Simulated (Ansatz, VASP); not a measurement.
One calculation of InP, two programs

```
CELL_PARAMETERS angstrom
0.00000 2.93924 2.92454
2.93924 0.00000 2.92454
2.93924 2.93924 0.00000
ATOMIC_POSITIONS crystal
In 0.00000 0.00000 0.00000
P 0.75000 0.75000 0.75000
```

Change from the starting cell: z stretched by -0.5 %, x and y held, PAW files.

Alike in both runs: task single point; functional PBEsol; k mesh 6 × 6 × 6; no spin polarisation.

|  | VASP | Ansatz |
| --- | --- | --- |
| version | VASP 6.6.1 | Ansatz 0.2.0 |
| potentials or method | VASP PAW PBE potentials, release 64 (In_d, P) | PAW with Ansatz's default frozen-core files, scalar-relativistic |
| plane-wave cutoff (eV) | 500 | 420 |
| occupations | gaussian, width 0.01 eV | fixed |
| valence electrons in the cell | 18 | 18 |

|  | VASP | Ansatz | Ansatz less VASP |
| --- | --- | --- | --- |
| gap on the k mesh at the Fermi level (eV) | 0.58 | 0.58 | +0.002 |
| pressure (GPa) | 0.3 | 0.3 | +0.01 |
| traceless stress, the component that is largest in VASP (GPa) | 0.14 | 0.14 | 0.000 |

VASP's potentials were made for PBE, not for PBEsol.
